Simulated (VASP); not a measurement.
# Bi6Te (R-3m) in VASP: single point with PBE

Aim: the single point of Bi6Te with PBE.

Program: VASP 6.6.1. These are calculated values, not measurements. Logs are shortened: lines on timing, memory, paths and dates and some standing lists are left out, and cuts for length are marked.

**1. The cell of the first run**

Symmetry: R-3m, No. 166, trigonal system. Conventional cell: a = 8.334 Å, b = 8.334 Å, c = 12.874 Å, α = 90.00°, β = 90.00°, γ = 120.00°. Within 4.2 Å of Bi (site symmetry 2/m) lie 8 Bi at 3.22 to 4.17 Å and 2 Te at 4.17 Å. Bi (site symmetry 2/m) has 8 Bi at 3.22 to 4.17 Å and 2 Te at 3.22 Å within 4.2 Å. Within 4.2 Å of Te (site symmetry -3m) lie 12 Bi at 3.22 to 4.17 Å.

The cell was built from a structure type or drawn by symmetry, and may not be a known phase.

**2. Single point, PBE**

INCAR

```
  ALGO = Normal
  EDIFF = 1E-6
  ENCUT = 520
  GGA = PE
  ISIF = 2
  ISMEAR = 0
  LASPH = T
  LCHARG = F
  LREAL = F
  LWAVE = F
  NBANDS = 57
  NELM = 80
  PREC = Accurate
  SIGMA = 0.2
```

KPOINTS

```
k-points
0
Gamma
  3 3 3
```

POSCAR

```
Bi6Te
1.0
    4.1671238350      2.4058900662      4.2914225856
   -4.1671238350      2.4058900662      4.2914225856
    0.0000000000     -4.8117801376      4.2914225827
Bi Te
6 1
Direct
    0.5000000000      0.5000000000      0.0000000000
    0.0000000000      0.5000000000      0.5000000000
    0.5000000000      0.0000000000      0.5000000000
    0.0000000000      0.0000000000      0.5000000000
    0.5000000000      0.0000000000      0.0000000000
    0.0000000000      0.5000000000      0.0000000000
    0.0000000000      0.0000000000      0.0000000000
```

Potentials or basis: VASP PAW PBE potentials, release 64 (Bi_d, Te).

The run is started by

```
$ cat potpaw_PBE.64/Bi_d/POTCAR potpaw_PBE.64/Te/POTCAR > POTCAR
$ mpirun -np 1 vasp_std > vasp.out
```

OUTCAR:

```text
EDIFF = 1E-6
   ENCUT = 520
   GGA = PE
   ISIF = 2
   ISMEAR = 0
   LASPH = T
   LREAL = F
   NELM = 80
   PREC = Accurate

 ion  position               nearest neighbor table
   1  0.500  0.500  0.000-   5 3.22   6 3.22   5 3.22   6 3.22
   2  0.000  0.500  0.500-   4 3.22   4 3.22   6 3.22   6 3.22
   3  0.500  0.000  0.500-   4 3.22   4 3.22   5 3.22   5 3.22
   4  0.000  0.000  0.500-   2 3.22   3 3.22   2 3.22   3 3.22   7 3.22   7 3.22
   5  0.500  0.000  0.000-   1 3.22   7 3.22   1 3.22   7 3.22   3 3.22   3 3.22
   6  0.000  0.500  0.000-   1 3.22   7 3.22   7 3.22   1 3.22   2 3.22   2 3.22
   7  0.000  0.000  0.000-   5 3.22   6 3.22   6 3.22   5 3.22   4 3.22   4 3.22

  LATTYP: Found a trigonal (rhomboedric) cell.
 ALAT       =     6.4474441351
 COS(alpha) =     0.1645362071

  Lattice vectors:

 A1 = (   4.1671238350,   2.4058900662,   4.2914225856)
 A2 = (  -4.1671238350,   2.4058900662,   4.2914225856)
 A3 = (   0.0000000000,  -4.8117801376,   4.2914225827)

Analysis of symmetry for initial positions (statically):
=====================================================================
 Subroutine PRICEL returns:
 Original cell was already a primitive cell.

 Routine SETGRP: Setting up the symmetry group for a
 trigonal (rhombohedral) supercell.

 Subroutine GETGRP returns: Found 12 space group operations
 (whereof 12 operations were pure point group operations)
 out of a pool of 12 trial point group operations.

The static configuration has the point symmetry D_3d.

Analysis of symmetry for dynamics (positions and initial velocities):
=====================================================================
 Subroutine PRICEL returns:
 Original cell was already a primitive cell.

 Routine SETGRP: Setting up the symmetry group for a
 trigonal (rhombohedral) supercell.

 Subroutine GETGRP returns: Found 12 space group operations
 (whereof 12 operations were pure point group operations)
 out of a pool of 12 trial point group operations.

The dynamic configuration has the point symmetry D_3d.

 Subroutine INISYM returns: Found 12 space group operations
 (whereof 12 operations are pure point group operations),
 and found     1 'primitive' translations

----------------------------------------------------------------------------------------

                                     Primitive cell

  volume of cell :     258.1456

  direct lattice vectors                    reciprocal lattice vectors
     4.167123835  2.405890066  4.291422586     0.119986835  0.069274431  0.077674321
    -4.167123835  2.405890066  4.291422586    -0.119986835  0.069274431  0.077674321
     0.000000000 -4.811780138  4.291422583     0.000000000 -0.138548863  0.077674320

  length of vectors
     6.447444135  6.447444135  6.447444135     0.158836669  0.158836669  0.158836669

  position of ions in fractional coordinates (direct lattice)
     0.500000000  0.500000000  0.000000000
     1.000000000  0.500000000  0.500000000
     0.500000000  1.000000000  0.500000000
     0.000000000  0.000000000  0.500000000
     0.500000000  1.000000000  0.000000000
     1.000000000  0.500000000  0.000000000
     0.000000000  0.000000000  0.000000000

  ion indices of the primitive-cell ions
   primitive index   ion index
                 1           1
                 2           2
                 3           3
                 4           4
                 5           5
                 6           6
                 7           7

----------------------------------------------------------------------------------------

 KPOINTS: k-points

Automatic generation of k-mesh.
 Grid dimensions read from file:
 generate k-points for:    3    3    3

 Generating k-lattice:

  Cartesian coordinates                     Fractional coordinates (reciprocal lattice)
     0.039995612  0.023091477  0.025891440     0.333333333 -0.000000000  0.000000000
    -0.039995612  0.023091477  0.025891440    -0.000000000  0.333333333  0.000000000
     0.000000000 -0.046182954  0.025891440     0.000000000  0.000000000  0.333333333

  Length of vectors
     0.052945556  0.052945556  0.052945556

  Shift w.r.t. Gamma in fractional coordinates (k-lattice)
     0.000000000  0.000000000  0.000000000

 Subroutine IBZKPT returns following result:
 ===========================================

 Found      6 irreducible k-points:

 Following reciprocal coordinates:
            Coordinates               Weight
  0.000000  0.000000  0.000000      1.000000
  0.333333  0.000000  0.000000      6.000000
  0.333333  0.333333  0.000000      6.000000
 -0.333333  0.333333  0.000000      6.000000
  0.333333  0.333333  0.333333      2.000000
 -0.333333  0.333333  0.333333      6.000000
   k-points           NKPTS =      6   k-points in BZ     NKDIM =      6   number of bands    NBANDS=     57
   number of dos      NEDOS =    301   number of ions     NIONS =      7
   total plane-waves  NPLWV = 110592
   dimension x,y,z NGX =    48 NGY =   48 NGZ =   48
   dimension x,y,z NGXF=    96 NGYF=   96 NGZF=   96
   ions per type =               6   1
   NGX,Y,Z   is equivalent  to a cutoff of  12.38, 12.38, 12.38 a.u.
   NGXF,Y,Z  is equivalent  to a cutoff of  24.75, 24.75, 24.75 a.u.
 SYSTEM =  unknown system
   PREC   = accura    normal or accurate (medium, high low for compatibility)
   ISTART =      0    job   : 0-new  1-cont  2-samecut
   ICHARG =      2    charge: 1-file 2-atom 10-const
   ISPIN  =      1    spin polarized calculation?
   LNONCOLLINEAR =      F non collinear calculations
   LSORBIT =      F    spin-orbit coupling
   LASPH  =      T    aspherical Exc in radial PAW
   ENCUT  =  520.0 eV  38.22 Ry    6.18 a.u.  11.99 11.99 11.99*2*pi/ulx,y,z
   NELM   =     80;   NELMIN=  2; NELMDL= -5     # of ELM steps
   EDIFF  = 0.1E-05   stopping-criterion for ELM
   LREAL  =      F    real-space projection
   EDIFFG = 0.1E-04   stopping-criterion for IOM
   NSW    =      0    number of steps for IOM
   IBRION =     -1    ionic relax: 0-MD 1-quasi-New 2-CG
   NFREE  =      0    steps in history (QN), initial steepest desc. (CG)
   ISIF   =      2    stress and relaxation
   ISYM   =      2    0-nonsym 1-usesym 2-fastsym
   POTIM  = 0.5000    time-step for ionic-motion
   TEBEG  =    0.0;   TEEND  =   0.0 temperature during run
   PSTRESS=    0.0 pullay stress
   NELECT =      96.0000    total number of electrons
   NUPDOWN=      -1.0000    fix difference up-down
   EMIN   =  10.00;   EMAX   =-10.00  energy-range for DOS
   EFERMI =   0.00;   METHOD = LEGACY
   ISMEAR =     0;   SIGMA  =   0.20  broadening in eV -4-tet -1-fermi 0-gaus
   EFERMI_NEDOS =   21; number of points for ismear=-14 and -15
   IALGO  =     38    algorithm
   IMIX   =      4    mixing-type and parameters
     AMIX     =   0.40;   BMIX     =  1.00
     AMIX_MAG =   1.60;   BMIX_MAG =  1.00
  volume/ion in A,a.u.               =      36.88       248.86
  Fermi-wavevector in a.u.,A,eV,Ry     =   1.177273  2.224722 18.857274  1.385971
  Thomas-Fermi vector in A             =   2.313622
   LORBIT       =      0    0 simple, 1 ext, 2 COOP (PROOUT), +10 PAW based schemes
   GGA     = PE    functional components
   LHFCALC =     F    Hartree Fock is set to
   AEXX    =    0.0000 exact exchange contribution
   IVDW    =     0    specifies the selected vdW correction
   LEPSILON=     F    determine dielectric tensor
   LRPA    =     F    only Hartree local field effects (RPA)
 non-spin polarized calculation
 Gauss-broadening in eV      SIGMA  =   0.20
  energy-cutoff  :      520.00
  volume of cell :      258.15
 maximum number of plane-waves:      6973
   NGX = 23   NGY = 23   NGZ = 23

 number of electron      95.9999966 magnetization

 Free energy of the ion-electron system (eV)
  ---------------------------------------------------
  ext. energy  EPLUGINS =         0.00000000
  ---------------------------------------------------
  free energy    TOTEN  =       -25.53875810 eV

  energy without entropy =      -25.47878530  energy(sigma->0) =      -25.50877170

 E-fermi :   5.8311     XC(G=0):  -9.2242

 val. band max:        5.8281300399   @ k =  -0.3333   0.3333   0.0000
 cond. band min:       6.0336336524   @ k =  -0.3333   0.3333   0.0000
 fundamental gap:      0.2055036125
 Fermi energy:         5.8310662972

 k-point     1 :       0.0000    0.0000    0.0000
  band No.  band energies     occupation
      1     -17.3226      2.00000
      2     -17.3226      2.00000
      3     -17.3185      2.00000
      4     -17.2965      2.00000
      5     -17.2709      2.00000
      6     -17.2612      2.00000
[... 49 lines left out ...]
     56       9.3025      0.00000
     57      10.5399      0.00000

 k-point     2 :       0.3333    0.0000    0.0000
  band No.  band energies     occupation
      1     -17.3184      2.00000
      2     -17.3183      2.00000
      3     -17.3084      2.00000
      4     -17.2774      2.00000
      5     -17.2653      2.00000
      6     -17.2582      2.00000
[... 49 lines left out ...]
     56       9.9860      0.00000
     57      10.5737      0.00000

 k-point     3 :       0.3333    0.3333    0.0000
  band No.  band energies     occupation
      1     -17.3143      2.00000
      2     -17.3087      2.00000
      3     -17.2972      2.00000
      4     -17.2612      2.00000
      5     -17.2567      2.00000
      6     -17.2497      2.00000
[... 49 lines left out ...]
     56       9.1119      0.00000
     57      10.2594      0.00000

 k-point     4 :      -0.3333    0.3333    0.0000
  band No.  band energies     occupation
      1     -17.3132      2.00000
      2     -17.3101      2.00000
      3     -17.2970      2.00000
      4     -17.2601      2.00000
      5     -17.2573      2.00000
      6     -17.2502      2.00000
[... 49 lines left out ...]
     56       9.1244      0.00000
     57      10.3460      0.00000

 k-point     5 :       0.3333    0.3333    0.3333
  band No.  band energies     occupation
      1     -17.3010      2.00000
      2     -17.2936      2.00000
      3     -17.2936      2.00000
      4     -17.2588      2.00000
      5     -17.2494      2.00000
      6     -17.2494      2.00000
[... 49 lines left out ...]
     56       7.6974      0.00000
     57       7.7995      0.00000

 k-point     6 :      -0.3333    0.3333    0.3333
  band No.  band energies     occupation
      1     -17.3013      2.00000
      2     -17.2940      2.00000
      3     -17.2938      2.00000
      4     -17.2551      2.00000
      5     -17.2483      2.00000
      6     -17.2453      2.00000
[... 49 lines left out ...]
     56       8.2576      0.00000
     57       8.4384      0.00000

------------------------ aborting loop because EDIFF is reached ----------------------------------------

  FORCE on cell =-STRESS in cart. coord.  units (eV):
  Direction    XX          YY          ZZ          XY          YZ          ZX
  --------------------------------------------------------------------------------------
  -------------------------------------------------------------------------------------
  Total        0.3733785      0.3733785     -0.1947734     -0.0000000      0.0000000     -0.0000000
  in kB        2.3173687      2.3173687     -1.2088588     -0.0000000      0.0000000     -0.0000000
  external PRESSURE =       1.1419595 kB  Pullay stress =       0.0000000 kB

 VOLUME and BASIS-vectors are now :
 -----------------------------------------------------------------------------
  energy-cutoff  :      520.00
  volume of cell :      258.15
      direct lattice vectors                 reciprocal lattice vectors
     4.167123835  2.405890066  4.291422586     0.119986835  0.069274431  0.077674321
    -4.167123835  2.405890066  4.291422586    -0.119986835  0.069274431  0.077674321
     0.000000000 -4.811780138  4.291422583     0.000000000 -0.138548863  0.077674320

 POSITION                                       TOTAL-FORCE (eV/Angst)
 -----------------------------------------------------------------------------------
      0.00000      2.40589      4.29142        -0.000000     -0.000000      0.000000
     -2.08356     -1.20295      4.29142         0.000000     -0.000000     -0.000000
      2.08356     -1.20295      4.29142         0.000000      0.000000     -0.000000
      0.00000     -2.40589      2.14571        -0.000000     -0.000000      0.000000
      2.08356      1.20295      2.14571         0.000000      0.000000      0.000000
     -2.08356      1.20295      2.14571         0.000000     -0.000000     -0.000000
      0.00000      0.00000      0.00000         0.000000      0.000000     -0.000000
 -----------------------------------------------------------------------------------
    total drift:                               -0.000000     -0.000000      0.000000

  FREE ENERGIE OF THE ION-ELECTRON SYSTEM (eV)
  ---------------------------------------------------
  free  energy   TOTEN  =       -25.5387580979 eV

  energy  without entropy=      -25.4787853003  energy(sigma->0) =      -25.50877170
```

Wall time 2.2 min (1 thread of Intel Xeon Platinum 8488C (Sapphire Rapids), shared host); peak memory 0.35 GiB.

What came out:

```yaml
Free_energy: -25.5388 eV
Pressure: 0.1 GPa
Band_gap_on_the_k_mesh: zero (bands 48 and 49 overlap by 1.09 eV)
```

Stress tensor (GPa, compression positive):
```
 0.23  0.00  0.00
 0.00  0.23  0.00
 0.00  0.00 -0.12
```

Caveat: spin-orbit coupling is left out, which moves the levels of the heavy elements.
